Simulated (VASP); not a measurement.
# C (P-1) in VASP: notebook

C is run at these levels: PBE; tasks: single point.

Everything below comes from runs of VASP 6.6.1. Logs are shortened: lines on timing, memory, paths and dates and some standing lists are left out, and cuts for length are marked.

### Step 1. The cell of the first run

The typed cell holds 2 atoms: a = 2.522 Å, b = 2.522 Å, c = 2.522 Å, α = 60.00°, β = 60.00°, γ = 60.00°.

### Step 2. Single point, PBE

INCAR reads:

```
SYSTEM = C
ALGO = Normal
EDIFF = 1E-6
ENCUT = 520
GGA = PE
ISIF = 2
ISMEAR = -1
LASPH = .TRUE.
LCHARG = .FALSE.
LREAL = .FALSE.
LWAVE = .FALSE.
NBANDS = 11
NELM = 60
PREC = Accurate
SIGMA = 0.05
```

KPOINTS reads:

```
k-points
0
G
  8 8 8
  0 0 0
```

POSCAR reads:

```
C
1.0
    0.0000000000      1.7833700000      1.7833700000
    1.7833700000      0.0000000000      1.7833700000
    1.7833700000      1.7833700000      0.0000000000
C
2
Direct
    0.6897270000      0.8060990000      0.7208250000
    0.4663400000      0.5247780000      0.5158600000
```

Potentials or basis: VASP PAW PBE potentials, release 64 (C).

Started as:

```sh
> cat potpaw_PBE.64/C/POTCAR > POTCAR
> mpirun -np 1 vasp_std > vasp.out
```

OUTCAR:

```text
SYSTEM = C
   EDIFF = 1E-6
   ENCUT = 520
   GGA = PE
   ISIF = 2
   ISMEAR = -1
   LASPH = .TRUE.
   LREAL = .FALSE.
   NELM = 60
   PREC = Accurate

 ion  position               nearest neighbor table
   1  0.690  0.806  0.721-   2 1.46   2 1.48   2 1.60   2 1.64
   2  0.466  0.525  0.516-   1 1.46   1 1.48   1 1.60   1 1.64

  LATTYP: Found a face centered cubic cell.
 ALAT       =     3.5667400000

  Lattice vectors:

 A1 = (   0.0000000000,   1.7833700000,   1.7833700000)
 A2 = (   1.7833700000,   0.0000000000,   1.7833700000)
 A3 = (   1.7833700000,   1.7833700000,   0.0000000000)

Analysis of symmetry for initial positions (statically):
=====================================================================
 Subroutine PRICEL returns:
 Original cell was already a primitive cell.

 Routine SETGRP: Setting up the symmetry group for a
 face centered cubic supercell.

 Subroutine GETGRP returns: Found  2 space group operations
 (whereof  1 operations were pure point group operations)
 out of a pool of 48 trial point group operations.

The static configuration has the point symmetry C_1 .
 The point group associated with its full space group is S_2 .

Analysis of symmetry for dynamics (positions and initial velocities):
=====================================================================
 Subroutine PRICEL returns:
 Original cell was already a primitive cell.

 Routine SETGRP: Setting up the symmetry group for a
 face centered cubic supercell.

 Subroutine GETGRP returns: Found  2 space group operations
 (whereof  1 operations were pure point group operations)
 out of a pool of 48 trial point group operations.

The dynamic configuration has the point symmetry C_1 .
 The point group associated with its full space group is S_2 .

 Subroutine INISYM returns: Found  2 space group operations
 (whereof  1 operations are pure point group operations),
 and found     1 'primitive' translations

----------------------------------------------------------------------------------------

                                     Primitive cell

  volume of cell :      11.3437

  direct lattice vectors                    reciprocal lattice vectors
     0.000000000  1.783370000  1.783370000    -0.280368067  0.280368067  0.280368067
     1.783370000  0.000000000  1.783370000     0.280368067 -0.280368067  0.280368067
     1.783370000  1.783370000  0.000000000     0.280368067  0.280368067 -0.280368067

  length of vectors
     2.522066041  2.522066041  2.522066041     0.485611737  0.485611737  0.485611737

  position of ions in fractional coordinates (direct lattice)
     0.689727000  0.806099000  0.720825000
     0.466340000  0.524778000  0.515860000

  ion indices of the primitive-cell ions
   primitive index   ion index
                 1           1
                 2           2

----------------------------------------------------------------------------------------

 KPOINTS: k-points

Automatic generation of k-mesh.
 Grid dimensions read from file:
 generate k-points for:    8    8    8

 Generating k-lattice:

  Cartesian coordinates                     Fractional coordinates (reciprocal lattice)
    -0.035046008  0.035046008  0.035046008     0.125000000  0.000000000  0.000000000
     0.035046008 -0.035046008  0.035046008     0.000000000  0.125000000  0.000000000
     0.035046008  0.035046008 -0.035046008     0.000000000  0.000000000  0.125000000

  Length of vectors
     0.060701467  0.060701467  0.060701467

  Shift w.r.t. Gamma in fractional coordinates (k-lattice)
     0.000000000  0.000000000  0.000000000

 Subroutine IBZKPT returns following result:
 ===========================================

 Found    260 irreducible k-points:

 Following reciprocal coordinates:
            Coordinates               Weight
  0.000000  0.000000  0.000000      1.000000
  0.125000  0.000000  0.000000      2.000000
  0.000000  0.125000  0.000000      2.000000
  0.000000  0.000000  0.125000      2.000000
  0.125000  0.125000  0.125000      2.000000
  0.250000  0.000000  0.000000      2.000000
[... 16 lines left out ...]
  0.125000  0.000000  0.250000      2.000000
  0.125000  0.125000 -0.125000      2.000000
 [... further k-points ...]
   k-points           NKPTS =    260   k-points in BZ     NKDIM =    260   number of bands    NBANDS=     11
   number of dos      NEDOS =    301   number of ions     NIONS =      2
   total plane-waves  NPLWV =   8000
   dimension x,y,z NGX =    20 NGY =   20 NGZ =   20
   dimension x,y,z NGXF=    40 NGYF=   40 NGZF=   40
   ions per type =               2
   NGX,Y,Z   is equivalent  to a cutoff of  13.18, 13.18, 13.18 a.u.
   NGXF,Y,Z  is equivalent  to a cutoff of  26.37, 26.37, 26.37 a.u.
 SYSTEM =  C
   PREC   = accura    normal or accurate (medium, high low for compatibility)
   ISTART =      0    job   : 0-new  1-cont  2-samecut
   ICHARG =      2    charge: 1-file 2-atom 10-const
   ISPIN  =      1    spin polarized calculation?
   LNONCOLLINEAR =      F non collinear calculations
   LSORBIT =      F    spin-orbit coupling
   LASPH  =      T    aspherical Exc in radial PAW
   ENCUT  =  520.0 eV  38.22 Ry    6.18 a.u.   4.69  4.69  4.69*2*pi/ulx,y,z
   NELM   =     60;   NELMIN=  2; NELMDL= -5     # of ELM steps
   EDIFF  = 0.1E-05   stopping-criterion for ELM
   LREAL  =      F    real-space projection
   EDIFFG = 0.1E-04   stopping-criterion for IOM
   NSW    =      0    number of steps for IOM
   IBRION =     -1    ionic relax: 0-MD 1-quasi-New 2-CG
   NFREE  =      0    steps in history (QN), initial steepest desc. (CG)
   ISIF   =      2    stress and relaxation
   ISYM   =      2    0-nonsym 1-usesym 2-fastsym
   POTIM  = 0.5000    time-step for ionic-motion
   TEBEG  =    0.0;   TEEND  =   0.0 temperature during run
   PSTRESS=    0.0 pullay stress
   NELECT =       8.0000    total number of electrons
   NUPDOWN=      -1.0000    fix difference up-down
   EMIN   =  10.00;   EMAX   =-10.00  energy-range for DOS
   EFERMI =   0.00;   METHOD = LEGACY
   ISMEAR =    -1;   SIGMA  =   0.05  broadening in eV -4-tet -1-fermi 0-gaus
   EFERMI_NEDOS =   21; number of points for ismear=-14 and -15
   IALGO  =     38    algorithm
   IMIX   =      4    mixing-type and parameters
     AMIX     =   0.40;   BMIX     =  1.00
     AMIX_MAG =   1.60;   BMIX_MAG =  1.00
  volume/ion in A,a.u.               =       5.67        38.28
  Fermi-wavevector in a.u.,A,eV,Ry     =   1.457203  2.753714 28.891161  2.123440
  Thomas-Fermi vector in A             =   2.574032
   LORBIT       =      0    0 simple, 1 ext, 2 COOP (PROOUT), +10 PAW based schemes
   GGA     = PE    functional components
   LHFCALC =     F    Hartree Fock is set to
   AEXX    =    0.0000 exact exchange contribution
   IVDW    =     0    specifies the selected vdW correction
   LEPSILON=     F    determine dielectric tensor
   LRPA    =     F    only Hartree local field effects (RPA)
 non-spin polarized calculation
  energy-cutoff  :      520.00
  volume of cell :       11.34
 maximum number of plane-waves:       314
   NGX =  9   NGY =  9   NGZ =  9

 number of electron       8.0000000 magnetization

 Free energy of the ion-electron system (eV)
  ---------------------------------------------------
  ext. energy  EPLUGINS =         0.00000000
  ---------------------------------------------------
  free energy    TOTEN  =       -17.87649923 eV

  energy without entropy =      -17.87649923  energy(sigma->0) =      -17.87649923

 E-fermi :  12.6165     XC(G=0): -13.2540

 val. band max:       11.7490878309   @ k =   0.0000   0.0000   0.0000
 cond. band min:      13.5421858515   @ k =   0.3750   0.3750   0.0000
 fundamental gap:      1.7930980207
 Fermi energy:        12.6164686464

 k-point     1 :       0.0000    0.0000    0.0000
  band No.  band energies     occupation
      1     -11.7801      2.00000
      2       7.7635      2.00000
      3       9.8998      2.00000
      4      11.7491      2.00000
      5      13.6332      0.00000
      6      15.0656      0.00000
      7      17.1532      0.00000
      8      22.9895      0.00000
      9      28.8763      0.00000
     10      35.9403      0.00000
     11      36.2257      0.00000

 k-point     2 :       0.1250    0.0000    0.0000
  band No.  band energies     occupation
      1     -11.3487      2.00000
      2       7.2947      2.00000
      3       7.6641      2.00000
      4      10.3761      2.00000
      5      14.5721      0.00000
      6      16.6496      0.00000
      7      17.9049      0.00000
      8      23.2748      0.00000
      9      29.5388      0.00000
     10      33.4033      0.00000
     11      33.5907      0.00000

 k-point     3 :       0.0000    0.1250    0.0000
  band No.  band energies     occupation
      1     -11.3500      2.00000
      2       6.2291      2.00000
      3       8.7420      2.00000
      4      10.5804      2.00000
      5      14.8545      0.00000
      6      15.9392      0.00000
      7      18.2735      0.00000
      8      23.4388      0.00000
      9      29.3418      0.00000
     10      32.8182      0.00000
     11      33.2110      0.00000

 k-point     4 :       0.0000    0.0000    0.1250
  band No.  band energies     occupation
      1     -11.3484      2.00000
      2       7.3467      2.00000
      3       7.9680      2.00000
      4       9.8147      2.00000
      5      15.0002      0.00000
      6      16.4477      0.00000
      7      17.8029      0.00000
      8      23.2276      0.00000
      9      29.6731      0.00000
     10      33.5460      0.00000
     11      33.6792      0.00000

 k-point     5 :       0.1250    0.1250    0.1250
  band No.  band energies     occupation
      1     -11.3503      2.00000
      2       6.1330      2.00000
      3       8.8744      2.00000
      4      10.5318      2.00000
      5      14.9375      0.00000
      6      16.0022      0.00000
      7      18.1496      0.00000
      8      23.4644      0.00000
      9      29.3408      0.00000
     10      32.7517      0.00000
     11      33.1076      0.00000
[... 211 lines left out ...]
 k-point    21 :       0.2500    0.1250    0.0000
  band No.  band energies     occupation
      1     -10.2112      2.00000
      2       4.9344      2.00000
      3       5.9461      2.00000
      4       8.1287      2.00000
      5      15.0374      0.00000
      6      18.9013      0.00000
      7      19.7467      0.00000
      8      22.5159      0.00000
      9      29.9509      0.00000
     10      31.0561      0.00000
     11      36.2189      0.00000

 k-point    22 :       0.0000    0.2500    0.1250
  band No.  band energies     occupation
      1     -10.2128      2.00000
      2       3.8273      2.00000
      3       6.5647      2.00000
      4       9.0345      2.00000
      5      14.6642      0.00000
      6      18.5252      0.00000
      7      20.4720      0.00000
      8      23.0013      0.00000
      9      29.7091      0.00000
     10      30.5684      0.00000
     11      34.7862      0.00000

 k-point    23 :       0.1250    0.0000    0.2500
  band No.  band energies     occupation
      1     -10.2080      2.00000
      2       5.0615      2.00000
      3       5.7248      2.00000
      4       8.1697      2.00000
      5      15.1477      0.00000
      6      18.5139      0.00000
      7      20.2422      0.00000
      8      22.5782      0.00000
      9      29.0696      0.00000
     10      31.7826      0.00000
     11      35.8922      0.00000

 k-point    24 :       0.1250    0.1250   -0.1250
  band No.  band energies     occupation
      1     -10.2111      2.00000
      2       5.2304      2.00000
      3       6.0063      2.00000
      4       7.6547      2.00000
      5      15.2770      0.00000
      6      18.6583      0.00000
      7      19.6974      0.00000
      8      22.4712      0.00000
      9      30.0475      0.00000
     10      31.1871      0.00000
     11      36.4974      0.00000

 [... further k-points ...]
[... 5 lines left out ...]
  --------------------------------------------------------------------------------------
  -------------------------------------------------------------------------------------
  Total        0.6657694      0.4051445      0.6760952      0.1266336      0.0276028      0.3944604
  in kB       94.0329469     57.2224083     95.4913556     17.8856692      3.8986027     55.7133962
  external PRESSURE =      82.2489036 kB  Pullay stress =       0.0000000 kB

 VOLUME and BASIS-vectors are now :
 -----------------------------------------------------------------------------
  energy-cutoff  :      520.00
  volume of cell :       11.34
      direct lattice vectors                 reciprocal lattice vectors
     0.000000000  1.783370000  1.783370000    -0.280368067  0.280368067  0.280368067
     1.783370000  0.000000000  1.783370000     0.280368067 -0.280368067  0.280368067
     1.783370000  1.783370000  0.000000000     0.280368067  0.280368067 -0.280368067

 POSITION                                       TOTAL-FORCE (eV/Angst)
 -----------------------------------------------------------------------------------
      2.72307      2.51554      2.66761         0.787865      4.563058      0.063382
      1.85584      1.75163      1.76753        -0.787865     -4.563058     -0.063382
 -----------------------------------------------------------------------------------
    total drift:                               -0.000000      0.000004     -0.000001

  FREE ENERGIE OF THE ION-ELECTRON SYSTEM (eV)
  ---------------------------------------------------
  free  energy   TOTEN  =       -17.8764992293 eV

  energy  without entropy=      -17.8764992290  energy(sigma->0) =      -17.87649923
```

It took 14 s on 1 thread of AMD EPYC 9R45 (Zen 5), shared host; peak memory 0.1 GiB.

What came out:

```yaml
Free_energy: -17.8765 eV
Pressure: 8.2 GPa
Largest_force: 4.631 eV/Å
Band_gap_on_the_k_mesh: 1.79 eV, indirect (least direct gap 1.88 eV)
```

Forces in eV/Å, atoms in the order of the input:
```
C    0.788  4.563  0.063
C   -0.788 -4.563 -0.063
```

Stress tensor (GPa, compression positive):
```
9.40 1.79 5.57
1.79 5.72 0.39
5.57 0.39 9.55
```

Levels at points of the mesh, in eV from the valence-band top:
```tsv
k point	band 1	band 2	band 3	band 4	band 5	band 6	band 7	band 8	band 9
(0.00, 0.00, 0.00)	-23.53	-3.99	-1.85	0.00	1.88	3.32	5.40	11.24	17.13
(0.50, 0.00, 0.00)	-17.95	-15.03	-6.16	-3.59	4.00	6.95	8.31	13.04	20.80
(0.00, 0.50, 0.00)	-17.60	-15.86	-5.62	-3.64	4.78	6.34	9.09	14.24	18.63
(0.00, 0.00, 0.50)	-18.03	-14.82	-6.03	-3.97	4.37	6.87	7.74	12.70	21.05
(0.50, 0.50, 0.50)	-17.52	-16.02	-5.48	-3.76	5.07	6.47	8.87	14.45	18.27
(0.50, 0.50, 0.00)	-14.94	-14.89	-8.28	-8.09	2.32	2.49	15.16	15.34	21.01
(0.00, 0.50, 0.50)	-15.00	-14.83	-8.32	-8.06	2.34	2.48	15.08	15.41	20.63
(0.50, 0.00, 0.50)	-15.30	-14.29	-9.05	-7.81	2.15	3.33	13.76	16.24	18.99
```

Caveat: forces of over 1 eV/Å act on the atoms, so gaps and moduli don't describe the material at rest.

### Step 3. Single point, PBE

INCAR reads:

```
PREC = Accurate ; ENCUT = 520
EDIFF = 1E-7 ; ISMEAR = -1
SIGMA = 0.05 ; LREAL = False
LASPH = True ; NELM = 100
ALGO = Normal ; ISIF = 2
LWAVE = False ; LCHARG = False
GGA = PE ; NBANDS = 11
```

KPOINTS reads:

```
regular mesh
0
Gamma
  8 8 8
```

POSCAR is that of step 2.

Potentials or basis: VASP PAW PBE potentials, release 64 (C).

Started as:

```sh
> cat potpaw_PBE.64/C/POTCAR > POTCAR
> mpirun -np 1 vasp_std > vasp.out
```

Wall time 14 s (1 thread of AMD EPYC 9R45 (Zen 5), shared host); peak memory 0.1 GiB.

The run converged. Its results:

* Free energy: -17.8765 eV
* Pressure: 8.2 GPa
* Largest force: 4.631 eV/Å
* Band gap on the k mesh: 1.79 eV, indirect (least direct gap 1.88 eV)

Forces in eV/Å, atoms in the order of the input:
```
C    0.788  4.563  0.063
C   -0.788 -4.563 -0.063
```

Stress tensor (GPa, compression positive):
```
9.40 1.79 5.57
1.79 5.72 0.39
5.57 0.39 9.55
```

Levels at points of the mesh, in eV from the valence-band top:
```
           k point  band 2  band 3  band 4  band 5  band 6  band 7
(0.00, 0.00, 0.00)   -3.99   -1.85    0.00    1.88    3.32    5.40
(0.50, 0.00, 0.00)  -15.03   -6.16   -3.59    4.00    6.95    8.31
(0.00, 0.50, 0.00)  -15.86   -5.62   -3.64    4.78    6.34    9.09
(0.00, 0.00, 0.50)  -14.82   -6.03   -3.97    4.37    6.87    7.74
(0.50, 0.50, 0.50)  -16.02   -5.48   -3.76    5.07    6.47    8.87
(0.50, 0.50, 0.00)  -14.89   -8.28   -8.09    2.32    2.49   15.16
(0.00, 0.50, 0.50)  -14.83   -8.32   -8.06    2.34    2.48   15.08
(0.50, 0.00, 0.50)  -14.29   -9.05   -7.81    2.15    3.33   13.76
```

Caveat: forces of over 1 eV/Å act on the atoms, so gaps and moduli don't describe the material at rest. A hybrid or GW would open this gap; PBE tends to underestimate it.
